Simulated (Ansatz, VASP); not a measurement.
## One calculation of ZnS2, two programs

```
Zn S
1.0
     5.88827    0.00000    0.00000
     0.00000    5.88827    0.00000
     0.00000    0.00000    5.88827
Zn S
4 8
Direct
  0.50000 0.50000 0.00000
  0.50000 0.00000 0.50000
  0.00000 0.50000 0.50000
  0.00000 0.00000 0.00000
  0.10175 0.89825 0.39825
  0.89825 0.39825 0.10175
  0.39825 0.10175 0.89825
  0.60175 0.60175 0.60175
  0.89825 0.10175 0.60175
  0.10175 0.60175 0.89825
  0.60175 0.89825 0.10175
  0.39825 0.39825 0.39825
```

Alike in both runs: functional PBEsol; k mesh 6 × 6 × 6; occupations gaussian, width 0.02 eV; no spin polarisation.

Ansatz relaxed the structure, and its values are those at the end. VASP's run is a single point on that final structure, the one shown.

```csv
,VASP,Ansatz
version,VASP 6.6.1,Ansatz 0.2.0
potentials or method,"VASP PAW PBE potentials, release 64 (Zn, S), cutoff 520 eV","scalar-relativistic, plane waves, PAW"
valence electrons in the cell,96,96
```

VASP gave:

| Item | Value |
| --- | --- |
| gap on the k mesh at the Fermi level (eV) | 1.44 |
| least direct gap on the mesh (eV) | 1.51 |
| pressure (GPa) | 0.0 |
| rms of the force components (eV/Å) | 0.040 |

What did Ansatz give for the same quantities?

gap on the k mesh at the Fermi level (eV): 1.41; least direct gap on the mesh (eV): 1.47; pressure (GPa): 0.0; rms of the force components (eV/Å): 0.003.

VASP's potentials were made for PBE, not for PBEsol. The functional is the same, so the differences come from potentials, cutoffs and numerics.
